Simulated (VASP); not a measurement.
Wanted: the native input for a VASP 6.6.1 run.

- Task: single point
- Functional: LDA
- Potentials or basis: VASP PAW LDA potentials, release 64 (Bi_d)
- Cutoff: 520 eV
- k mesh: 6 × 6 × 1
- Occupations: gaussian, width 0.01 eV
- Spin: no spin polarisation
- Dipole correction: yes
- Further INCAR settings: ALGO = Normal; EDIFF = 1e-06; NBANDS = 38

The structure of Bi lies in POSCAR:

```
Bi
1.0
    5.1182504709      0.0000000000      0.0000000000
    0.0000000000      4.5196965580      0.0000000000
    0.0000000000      0.0000000000     29.3597916812
Bi
4
Direct
    0.0480844698      0.0000000000      0.3738669630
    0.4519155302      0.5000000000      0.3738669630
    0.5480844698      0.5000000000      0.2732765933
    0.9519155302      0.0000000000      0.2732765933
```

These files were run (other wordings do the same):

INCAR

```
SYSTEM = Bi
PREC = Accurate ; ENCUT = 520
EDIFF = 1E-6 ; ISMEAR = 0
SIGMA = 0.01 ; LREAL = .False.
LASPH = .True. ; NELM = 80
ALGO = Normal ; ISIF = 2
LWAVE = .False. ; LCHARG = .False.
LDIPOL = .True. ; IDIPOL = 3
DIPOL = 0.5 0.5 0.324 ; GGA = CA
NBANDS = 38
```

KPOINTS

```
regular mesh
0
Gamma
  6 6 1
  0 0 0
```

Potentials or basis: VASP PAW LDA potentials, release 64 (Bi_d).

Run with:

```bash
$ cat potpaw_LDA.64/Bi_d/POTCAR > POTCAR
$ mpirun -np 1 vasp_std > vasp.out
```

It gave:

The largest force is 0.174 eV/Å.

Run time: 8.4 min on 1 thread of Oxide Virtual Turin-like Processor (shared host), peak memory 0.59 GiB.
